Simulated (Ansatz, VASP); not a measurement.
**One calculation of TiB2, two programs**

```
CELL_PARAMETERS angstrom
2.68350 0.00000 0.00000
0.00000 2.68350 0.00000
0.00000 0.00000 4.22110
ATOMIC_POSITIONS crystal
Ti 0.50000 0.50000 0.44590
B 0.00000 0.00000 0.94889
B 0.50000 0.50000 0.94634
```

Alike in both runs: functional PBE; k mesh 7 × 7 × 5; occupations gaussian, width 0.2 eV; no spin polarisation.

Ansatz relaxed the structure, and its values are those at the end. VASP's run is a single point on that final structure, the one shown.

|  | VASP | Ansatz |
| --- | --- | --- |
| version | VASP 6.6.1 | Ansatz 0.2.0 |
| potentials or method | VASP PAW PBE potentials, release 64 (Ti_sv, B), cutoff 500 eV | scalar-relativistic, plane waves, PAW |
| valence electrons in the cell | 18 | 18 |

VASP gave:

| Item | Value |
| --- | --- |
| gap on the k mesh at the Fermi level (eV) | none |
| pressure (GPa) | -0.5 |
| rms of the force components (eV/Å) | 0.005 |

Q: Which values does Ansatz return?

A: gap on the k mesh at the Fermi level (eV): none; pressure (GPa): -0.4; rms of the force components (eV/Å): 0.004.

A gap of «none» marks a metal or a gap that the smearing closes. The functional is the same, so the differences come from potentials, cutoffs and numerics.
